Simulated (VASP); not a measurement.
# Ta3N (P-3m1) in VASP: notebook, part 2 of 2

VASP 6.6.1. Earlier steps stand in the parts before.

**4. Single point, PBEsol**

This run uses another cell than the first one, of 14.83 Å³/atom.

Contents of INCAR:

```
ALGO = Normal
EDIFF = 1E-6
ENCUT = 520
GGA = PS
ISIF = 2
ISMEAR = -1
LASPH = T
LCHARG = F
LREAL = F
LWAVE = F
NBANDS = 27
NELM = 60
PREC = Accurate
SIGMA = 0.05
```

Contents of KPOINTS:

```
k-points
0
Gamma
  8 8 3
```

Contents of POSCAR:

```
Ta3N
1.0
    3.0322239879      0.0000000000      0.0000000000
   -1.5161119940      2.6259830035      0.0000000000
    0.0000000000      0.0000000000      7.4488956300
Ta N
3 1
Direct
    0.6666666667      0.3333333333      0.8289146164
    0.3333333333      0.6666666667      0.1710853836
    0.0000000000      0.0000000000      0.5000000000
    0.0000000000      0.0000000000      0.0000000000
```

Potentials or basis: VASP PAW PBE potentials, release 64 (Ta_pv, N).

The run is started by

```sh
cat potpaw_PBE.64/Ta_pv/POTCAR potpaw_PBE.64/N/POTCAR > POTCAR
mpirun -np 1 vasp_std > vasp.out
```

OUTCAR:

```text
EDIFF = 1E-6
   ENCUT = 520
   GGA = PS
   ISIF = 2
   ISMEAR = -1
   LASPH = T
   LREAL = F
   NELM = 60
   PREC = Accurate

 ion  position               nearest neighbor table
   1  0.667  0.333  0.829-   4 2.17   4 2.17   4 2.17   3 3.01   3 3.01   3 3.01   2 3.09   2 3.09
                             2 3.09
   2  0.333  0.667  0.171-   4 2.17   4 2.17   4 2.17   3 3.01   3 3.01   3 3.01   1 3.09   1 3.09
                             1 3.09
   3  0.000  0.000  0.500-   1 3.01   2 3.01   1 3.01   2 3.01   1 3.01   2 3.01
   4  0.000  0.000  0.000-   1 2.17   2 2.17   1 2.17   2 2.17   1 2.17   2 2.17

  LATTYP: Found a hexagonal cell.
 ALAT       =     3.0322239879
 C/A-ratio  =     2.4565782936

  Lattice vectors:

 A1 = (   3.0322239879,   0.0000000000,   0.0000000000)
 A2 = (  -1.5161119940,   2.6259830035,   0.0000000000)
 A3 = (   0.0000000000,   0.0000000000,   7.4488956300)

Analysis of symmetry for initial positions (statically):
=====================================================================
 Subroutine PRICEL returns:
 Original cell was already a primitive cell.

 Routine SETGRP: Setting up the symmetry group for a
 hexagonal supercell.

 Subroutine GETGRP returns: Found 12 space group operations
 (whereof 12 operations were pure point group operations)
 out of a pool of 24 trial point group operations.

The static configuration has the point symmetry D_3d.

Analysis of symmetry for dynamics (positions and initial velocities):
=====================================================================
 Subroutine PRICEL returns:
 Original cell was already a primitive cell.

 Routine SETGRP: Setting up the symmetry group for a
 hexagonal supercell.

 Subroutine GETGRP returns: Found 12 space group operations
 (whereof 12 operations were pure point group operations)
 out of a pool of 24 trial point group operations.

The dynamic configuration has the point symmetry D_3d.

 Subroutine INISYM returns: Found 12 space group operations
 (whereof 12 operations are pure point group operations),
 and found     1 'primitive' translations

----------------------------------------------------------------------------------------

                                     Primitive cell

  volume of cell :      59.3123

  direct lattice vectors                    reciprocal lattice vectors
     3.032223988  0.000000000  0.000000000     0.329790940  0.190404888  0.000000000
    -1.516111994  2.625983004  0.000000000     0.000000000  0.380809776  0.000000000
     0.000000000  0.000000000  7.448895630     0.000000000  0.000000000  0.134248089

  length of vectors
     3.032223988  3.032223988  7.448895630     0.380809776  0.380809776  0.134248089

  position of ions in fractional coordinates (direct lattice)
     0.666666667  0.333333333  0.828914616
     0.333333333  0.666666667  0.171085384
     0.000000000  0.000000000  0.500000000
     0.000000000  0.000000000  0.000000000

  ion indices of the primitive-cell ions
   primitive index   ion index
                 1           1
                 2           2
                 3           3
                 4           4

----------------------------------------------------------------------------------------

 KPOINTS: k-points

Automatic generation of k-mesh.
 Grid dimensions read from file:
 generate k-points for:    8    8    3

 Generating k-lattice:

  Cartesian coordinates                     Fractional coordinates (reciprocal lattice)
     0.041223868  0.023800611  0.000000000     0.125000000 -0.000000000  0.000000000
     0.000000000  0.047601222  0.000000000     0.000000000  0.125000000  0.000000000
     0.000000000  0.000000000  0.044749363     0.000000000  0.000000000  0.333333333

  Length of vectors
     0.047601222  0.047601222  0.044749363

  Shift w.r.t. Gamma in fractional coordinates (k-lattice)
     0.000000000  0.000000000  0.000000000

 Subroutine IBZKPT returns following result:
 ===========================================

 Found     25 irreducible k-points:

 Following reciprocal coordinates:
            Coordinates               Weight
  0.000000  0.000000  0.000000      1.000000
  0.125000  0.000000  0.000000      6.000000
  0.250000  0.000000  0.000000      6.000000
  0.375000  0.000000  0.000000      6.000000
  0.500000  0.000000  0.000000      3.000000
  0.125000  0.125000  0.000000      6.000000
[... 16 lines left out ...]
 -0.125000  0.500000  0.333333     12.000000
  0.250000  0.250000  0.333333     12.000000
   k-points           NKPTS =     25   k-points in BZ     NKDIM =     25   number of bands    NBANDS=     27
   number of dos      NEDOS =    301   number of ions     NIONS =      4
   total plane-waves  NPLWV =  32256
   dimension x,y,z NGX =    24 NGY =   24 NGZ =   56
   dimension x,y,z NGXF=    48 NGYF=   48 NGZF=  112
   ions per type =               3   1
   NGX,Y,Z   is equivalent  to a cutoff of  13.16, 13.16, 12.50 a.u.
   NGXF,Y,Z  is equivalent  to a cutoff of  26.32, 26.32, 25.00 a.u.
 SYSTEM =  unknown system
   PREC   = accura    normal or accurate (medium, high low for compatibility)
   ISTART =      0    job   : 0-new  1-cont  2-samecut
   ICHARG =      2    charge: 1-file 2-atom 10-const
   ISPIN  =      1    spin polarized calculation?
   LNONCOLLINEAR =      F non collinear calculations
   LSORBIT =      F    spin-orbit coupling
   LASPH  =      T    aspherical Exc in radial PAW
   ENCUT  =  520.0 eV  38.22 Ry    6.18 a.u.   5.64  5.64 13.85*2*pi/ulx,y,z
   NELM   =     60;   NELMIN=  2; NELMDL= -5     # of ELM steps
   EDIFF  = 0.1E-05   stopping-criterion for ELM
   LREAL  =      F    real-space projection
   EDIFFG = 0.1E-04   stopping-criterion for IOM
   NSW    =      0    number of steps for IOM
   IBRION =     -1    ionic relax: 0-MD 1-quasi-New 2-CG
   NFREE  =      0    steps in history (QN), initial steepest desc. (CG)
   ISIF   =      2    stress and relaxation
   ISYM   =      2    0-nonsym 1-usesym 2-fastsym
   POTIM  = 0.5000    time-step for ionic-motion
   TEBEG  =    0.0;   TEEND  =   0.0 temperature during run
   PSTRESS=    0.0 pullay stress
   NELECT =      38.0000    total number of electrons
   NUPDOWN=      -1.0000    fix difference up-down
   EMIN   =  10.00;   EMAX   =-10.00  energy-range for DOS
   EFERMI =   0.00;   METHOD = LEGACY
   ISMEAR =    -1;   SIGMA  =   0.05  broadening in eV -4-tet -1-fermi 0-gaus
   EFERMI_NEDOS =   21; number of points for ismear=-14 and -15
   IALGO  =     38    algorithm
   IMIX   =      4    mixing-type and parameters
     AMIX     =   0.40;   BMIX     =  1.00
     AMIX_MAG =   1.60;   BMIX_MAG =  1.00
  volume/ion in A,a.u.               =      14.83       100.06
  Fermi-wavevector in a.u.,A,eV,Ry     =   1.411305  2.666980 27.099852  1.991783
  Thomas-Fermi vector in A             =   2.533170
   LORBIT       =      0    0 simple, 1 ext, 2 COOP (PROOUT), +10 PAW based schemes
   GGA     = PS    functional components
   LHFCALC =     F    Hartree Fock is set to
   AEXX    =    0.0000 exact exchange contribution
   IVDW    =     0    specifies the selected vdW correction
   LEPSILON=     F    determine dielectric tensor
   LRPA    =     F    only Hartree local field effects (RPA)
 non-spin polarized calculation
  energy-cutoff  :      520.00
  volume of cell :       59.31
 maximum number of plane-waves:      1614
 NGX is ok and might be reduce to    24
   NGX = 11   NGY = 11   NGZ = 27

 number of electron      37.9999994 magnetization

 Free energy of the ion-electron system (eV)
  ---------------------------------------------------
  ext. energy  EPLUGINS =         0.00000000
  ---------------------------------------------------
  free energy    TOTEN  =       -48.42849497 eV

  energy without entropy =      -48.41123066  energy(sigma->0) =      -48.41986281

 E-fermi :   6.5750     XC(G=0): -12.8574

 val. band max:        6.5457335631   @ k =   0.1250   0.0000   0.0000
 cond. band min:       6.6010929385   @ k =   0.0000   0.1250   0.3333
 fundamental gap:      0.0553593755
 Fermi energy:         6.5750239183

 k-point     1 :       0.0000    0.0000    0.0000
  band No.  band energies     occupation
      1     -28.5930      2.00000
      2     -28.2320      2.00000
      3     -27.9388      2.00000
      4     -27.9388      2.00000
      5     -27.9001      2.00000
      6     -27.9001      2.00000
[... 709 lines left out ...]
     26      11.5778      0.00000
     27      12.0296      0.00000

 [... further k-points ...]

------------------------ aborting loop because EDIFF is reached ----------------------------------------

  FORCE on cell =-STRESS in cart. coord.  units (eV):
  Direction    XX          YY          ZZ          XY          YZ          ZX
  --------------------------------------------------------------------------------------
  -------------------------------------------------------------------------------------
  Total       -1.8279814     -1.8279814     -1.5281785      0.0000000      0.0000000     -0.0000000
  in kB      -49.3784306    -49.3784306    -41.2799911      0.0000000      0.0000000     -0.0000000
  external PRESSURE =     -46.6789508 kB  Pullay stress =       0.0000000 kB

 VOLUME and BASIS-vectors are now :
 -----------------------------------------------------------------------------
  energy-cutoff  :      520.00
  volume of cell :       59.31
      direct lattice vectors                 reciprocal lattice vectors
     3.032223988  0.000000000  0.000000000     0.329790940  0.190404888  0.000000000
    -1.516111994  2.625983004  0.000000000     0.000000000  0.380809776  0.000000000
     0.000000000  0.000000000  7.448895630     0.000000000  0.000000000  0.134248089

 POSITION                                       TOTAL-FORCE (eV/Angst)
 -----------------------------------------------------------------------------------
      1.51611      0.87533      6.17450         0.000000     -0.000000     -0.057081
     -0.00000      1.75066      1.27440        -0.000000      0.000000      0.057081
      0.00000      0.00000      3.72445        -0.000000      0.000000      0.000000
      0.00000      0.00000      0.00000        -0.000000      0.000000      0.000000
 -----------------------------------------------------------------------------------
    total drift:                               -0.000000      0.000000     -0.000000

  FREE ENERGIE OF THE ION-ELECTRON SYSTEM (eV)
  ---------------------------------------------------
  free  energy   TOTEN  =       -48.4284949694 eV

  energy  without entropy=      -48.4112306576  energy(sigma->0) =      -48.41986281
```

stdout:

```text
POSCAR found type information on POSCAR TaN
 POSCAR found :  2 types and       4 ions
 scaLAPACK will be used
 -----------------------------------------------------------------------------
|                                                                             |
|                                                                             |
|     You enforced a specific xc type in the INCAR file but a different       |
|     I HOPE YOU KNOW WHAT YOU ARE DOING!                                     |
|                                                                             |
 -----------------------------------------------------------------------------

 LDA part: xc-table for (Slater+PW92), standard interpolation
 POSCAR, INCAR and KPOINTS ok, starting setup
 FFT: planning ... GRIDC
 FFT: planning ... GRID_SOFT
 FFT: planning ... GRID
 WAVECAR not read
 entering main loop
```

Run time: 73 s. Hardware: 1 thread of Intel Xeon 8259CL, shared host; peak memory 0.19 GiB.

What came out:

| Property | Result |
| --- | --- |
| Free energy | -48.4285 eV |
| Pressure | -4.7 GPa |
| Largest force | 0.057 eV/Å |
| Band gap on the k mesh | zero (bands 19 and 20 overlap by 0.52 eV) |

Forces in eV/Å, atoms in the order of the input:
```
Ta   0.000  0.000 -0.057
Ta   0.000  0.000  0.057
Ta   0.000  0.000  0.000
N    0.000  0.000  0.000
```

Caveat: the cell stands under tension; the PAW data sets were made with another functional, which shifts forces and pressure a little; spin-orbit coupling is left out, which moves the levels of the heavy elements.

**5. Single point, PBEsol**

This run uses another cell than the first one, of 14.98 Å³/atom.

Contents of INCAR:

```
SYSTEM = Ta3N
PREC = Accurate
ENCUT = 520
EDIFF = 1E-6
ISMEAR = -1
SIGMA = 0.05
LREAL = .FALSE.
LASPH = .TRUE.
NELM = 60
ALGO = Normal
ISIF = 2
LWAVE = .FALSE.
LCHARG = .FALSE.
GGA = PS
NBANDS = 27
```

Contents of KPOINTS:

```
Automatic mesh
0
G
  8 8 3
  0 0 0
```

Contents of POSCAR:

```
Ta3N
1.0
    3.0322239879      0.0000000000      0.0000000000
   -1.5161119940      2.6259830035      0.0000000000
    0.0000000000      0.0000000000      7.5241370000
Ta N
3 1
Direct
    0.6666666667      0.3333333333      0.8290625717
    0.3333333333      0.6666666667      0.1709374283
    0.0000000000      0.0000000000      0.5000000000
    0.0000000000      0.0000000000      0.0000000000
```

The run is started by

```sh
cat potpaw_PBE.64/Ta_pv/POTCAR potpaw_PBE.64/N/POTCAR > POTCAR
mpirun -np 1 vasp_std > vasp.out
```

It took 67 s on 1 thread of Intel Xeon 8259CL, shared host; peak memory 0.19 GiB.

Results (log left out):

```
Free energy            : -48.4067 eV
Pressure               : -7.1 GPa
Largest force          : 0.052 eV/Å
Band gap on the k mesh : zero (bands 19 and 20 overlap by 0.46 eV)
```

Forces in eV/Å, atoms in the order of the input:
```
Ta   0.000  0.000 -0.052
Ta   0.000  0.000  0.052
Ta   0.000  0.000  0.000
N    0.000  0.000  0.000
```

Stress tensor (GPa, compression positive):
```
-6.86  0.00  0.00
 0.00 -6.86  0.00
 0.00  0.00 -7.59
```

Levels at points of the mesh, in eV from the Fermi level:
| k point | band 15 | band 16 | band 17 | band 18 | band 19 | band 20 | band 21 | band 22 | band 23 | band 24 |
| --- | --- | --- | --- | --- | --- | --- | --- | --- | --- | --- |
| (0.00, 0.00, 0.00) | -3.46 | -1.44 | -0.53 | -0.53 | -0.37 | 0.31 | 0.31 | 1.02 | 1.91 | 1.91 |
| (0.50, 0.00, 0.00) | -3.74 | -3.06 | -1.16 | -0.55 | 0.31 | 0.77 | 0.88 | 3.42 | 3.97 | 4.32 |

Caveat: the cell stands under tension; the PAW data sets were made with another functional, which shifts forces and pressure a little; spin-orbit coupling is left out, which moves the levels of the heavy elements.

**6. Single point, PBEsol**

This run uses another cell than the first one, of 15.13 Å³/atom.

Contents of INCAR:

```
SYSTEM = Ta3N
ALGO = Normal
EDIFF = 1E-7
ENCUT = 520
GGA = PS
ISIF = 2
ISMEAR = -1
LASPH = .TRUE.
LCHARG = .FALSE.
LREAL = .FALSE.
LWAVE = .FALSE.
NBANDS = 27
NELM = 60
PREC = Accurate
SIGMA = 0.05
```

Contents of KPOINTS:

```
k-points
0
G
  8 8 3
  0 0 0
```

Contents of POSCAR:

```
Ta3N
1.0
    3.0322239879      0.0000000000      0.0000000000
   -1.5161119940      2.6259830035      0.0000000000
    0.0000000000      0.0000000000      7.5993783700
Ta N
3 1
Direct
    0.6666666667      0.3333333333      0.8292011978
    0.3333333333      0.6666666667      0.1707988022
    0.0000000000      0.0000000000      0.5000000000
    0.0000000000      0.0000000000      0.0000000000
```

Potentials or basis: VASP PAW PBE potentials, release 64 (Ta_pv, N).

The run is started by

```sh
cat potpaw_PBE.64/Ta_pv/POTCAR potpaw_PBE.64/N/POTCAR > POTCAR
mpirun -np 1 vasp_std > vasp.out
```

Run time: 59 s. Hardware: 1 thread of Intel Xeon 8259CL, shared host; peak memory 0.19 GiB.

It converged, with:

```
Free energy            : -48.3722 eV
Pressure               : -9.4 GPa
Largest force          : 0.049 eV/Å
Band gap on the k mesh : zero (bands 19 and 20 overlap by 0.46 eV)
```

Forces on the atoms (eV/Å):
```
Ta   0.000  0.000 -0.049
Ta   0.000  0.000  0.049
Ta   0.000  0.000  0.000
N    0.000  0.000  0.000
```

Stress tensor (GPa, compression positive):
```
 -8.55   0.00   0.00
  0.00  -8.55   0.00
  0.00   0.00 -10.97
```

Levels at points of the mesh, in eV from the Fermi level:
```
           k point  band 17  band 18  band 19  band 20  band 21  band 22
(0.00, 0.00, 0.00)    -0.49    -0.49    -0.46     0.34     0.34     0.97
(0.50, 0.00, 0.00)    -1.15    -0.58     0.23     0.81     0.86     3.45
```

Caveat: the cell stands under tension; the PAW data sets were made with another functional, which shifts forces and pressure a little; spin-orbit coupling is left out, which moves the levels of the heavy elements.

**7. The runs side by side**

```tsv
cell	gap on the mesh (eV)	pressure (GPa)	largest force (eV/Å)
a = 3.032, b = 3.032, c = 7.223 Å, angles 90.0, 90.0, 120.0°, 4 atoms	none	3.7	0.07
a = 3.032, b = 3.032, c = 7.374 Å, angles 90.0, 90.0, 120.0°, 4 atoms	none	-2.1	0.06
a = 3.032, b = 3.032, c = 7.449 Å, angles 90.0, 90.0, 120.0°, 4 atoms	none	-4.7	0.06
a = 3.032, b = 3.032, c = 7.524 Å, angles 90.0, 90.0, 120.0°, 4 atoms	none	-7.1	0.05
a = 3.032, b = 3.032, c = 7.599 Å, angles 90.0, 90.0, 120.0°, 4 atoms	none	-9.4	0.05
```

Alike in all rows: task single point; level PBEsol; potentials or basis VASP PAW PBE potentials, release 64 (Ta_pv, N); no spin polarisation; k mesh 8 × 8 × 3; cutoff (eV) 520; smearing fermi-dirac 0.05 eV.

Caveats: the PAW data sets were made with another functional, which shifts forces and pressure a little; spin-orbit coupling is left out, which moves the levels of the heavy elements; the cell stands under tension (at least some runs); the cell stands under pressure (at least some runs).

Total energies depend on the potentials used, so only differences within one code and one set of settings carry meaning.
